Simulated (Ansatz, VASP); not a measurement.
**Si in VASP and in Ansatz**

```
Si
1.0
     0.00000    5.43000    5.43000
     5.43000    0.00000    5.43000
     5.43000    5.43000    0.00000
Si
17
Direct
  0.99926 0.99968 0.99995
  0.12247 0.12247 0.12247
  0.99694 0.99689 0.50291
  0.12287 0.12288 0.63138
  0.99696 0.50286 0.99688
  0.12296 0.63110 0.12297
  0.99706 0.50300 0.50309
  0.12641 0.62451 0.62452
  0.50278 0.99695 0.99692
  0.63066 0.12311 0.12311
  0.50293 0.99704 0.50315
  0.62454 0.12632 0.62455
  0.50297 0.50311 0.99702
  0.62456 0.62457 0.12626
  0.50013 0.50005 0.50001
  0.62466 0.62467 0.62467
  0.24925 0.24966 0.24993
```

Alike in both runs: functional PBE; k mesh 2 × 2 × 2; occupations gaussian, width 0.02 eV; no spin polarisation.

Ansatz relaxed the structure, and its values are those at the end. VASP's run is a single point on that final structure, the one shown.

```csv
,VASP,Ansatz
version,VASP 6.6.1,Ansatz 0.2.0
potentials or method,"VASP PAW PBE potentials, release 64 (Si), cutoff 520 eV","scalar-relativistic, plane waves, PAW"
valence electrons in the cell,68,68
```

|  | VASP | Ansatz | Ansatz less VASP |
| --- | --- | --- | --- |
| rms of the force components (eV/Å) | 0.006 | 0.007 | +0.0008 |

The k mesh is coarse, so the values compare programs but aren't converged.
